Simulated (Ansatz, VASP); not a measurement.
**Two plane-wave programs on NiO2**

```
Ni O
1.0
     2.74782    0.00000    0.00000
    -1.37391    2.37968    0.00000
     0.00000    0.00000    5.10436
Ni O
1 2
Direct
  0.00000 0.00000 0.50000
  0.66667 0.33333 0.63738
  0.33333 0.66667 0.36262
```

Alike in both runs: task single point; functional PBEsol; k mesh 12 × 12 × 6; occupations gaussian, width 0.05 eV; no spin polarisation.

|  | VASP | Ansatz |
| --- | --- | --- |
| version | VASP 6.6.1 | Ansatz 0.2.0 |
| potentials or method | VASP PAW PBE potentials, release 64 (Ni, O), cutoff 520 eV | scalar-relativistic, plane waves, PAW |
| valence electrons in the cell | 22 | 30 |

VASP gave:

| Quantity | Value |
| --- | --- |
| gap on the k mesh at the Fermi level (eV) | 0.96 |
| least direct gap on the mesh (eV) | 1.55 |
| rms of the force components (eV/Å) | 2.846 |

Question: What did Ansatz give for the same quantities?

Answer: gap on the k mesh at the Fermi level (eV): 0.98; least direct gap on the mesh (eV): 1.60; rms of the force components (eV/Å): 2.828.

VASP's potentials were made for PBE, not for PBEsol. Atom by atom the forces differ by 0.019 eV/Å (rms over components). With one functional, cell and mesh, what is left measures potentials, basis and numerics. VASP's potentials hold 22 valence electrons a cell and Ansatz's 30, so a difference there can come from the potentials and not from the codes.
